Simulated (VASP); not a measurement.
C: single point with LDA

C:

```
C
1.0
     2.31770    0.00000    0.00000
    -1.15885    2.00719    0.00000
     0.00000    0.00000   11.88210
C
12
Cartesian
  0.0000 0.0000 2.2203
  0.0000 0.0000 8.1613
  0.0000 0.0000 3.7208
  0.0000 0.0000 9.6618
  0.0000 1.3381 6.1879
  1.1589 0.6691 0.2468
  0.0000 1.3381 11.6353
  1.1589 0.6691 5.6942
  0.0000 1.3381 7.6647
  1.1589 0.6691 1.7236
  0.0000 1.3381 10.1585
  1.1589 0.6691 4.2174
```

```
Program             : VASP 6.6.1
Task                : single point
Functional          : LDA
Potentials or basis : VASP PAW LDA potentials, release 64 (C)
Cutoff              : 520 eV
k mesh              : 12 × 12 × 2
Occupations         : gaussian, width 0.05 eV
Spin                : no spin polarisation
```

| Quantity | Value |
| --- | --- |
| Pressure | 119.4 GPa |
| Largest force | 0.751 eV/Å |
| Band gap on the k mesh | 4.90 eV, direct |

Forces in eV/Å, atoms in the order of the input:
```
C    0.000  0.000  0.751
C    0.000  0.000  0.751
C    0.000  0.000 -0.751
C    0.000  0.000 -0.751
C    0.000  0.000  0.645
C    0.000  0.000  0.645
C    0.000  0.000 -0.645
C    0.000  0.000 -0.645
C    0.000  0.000 -0.599
C    0.000  0.000 -0.599
C    0.000  0.000  0.599
C    0.000  0.000  0.599
```

Stress tensor (GPa, compression positive):
```
143.25   0.00   0.00
  0.00 143.25   0.00
  0.00   0.00  71.69
```

Levels at points of the mesh, in eV from the valence-band top:
```
           k point  band 20  band 21  band 22  band 23  band 24  band 25  band 26  band 27  band 28  band 29
(0.00, 0.00, 0.00)    -1.02    -1.02    -0.36     0.00     0.00     4.90     6.32     6.32     7.45     7.45
(0.50, 0.00, 0.00)    -5.30    -4.96    -4.91    -4.51    -3.71     5.36     5.67     6.16     6.39     6.66
(0.00, 0.00, 0.50)    -1.87    -0.33    -0.33    -0.33    -0.33     6.27     6.27     6.72     6.72     6.72
(0.50, 0.00, 0.50)    -5.90    -4.69    -4.69    -4.07    -4.07     5.69     5.69     5.90     5.90     6.88
```

It took 2.1 min on 1 thread of AMD EPYC 7R13 Processor (Zen 3) (shared host), peak memory 0.14 GiB.

A k mesh can miss the band edges. As with any semilocal functional, this LDA gap is likely too small.
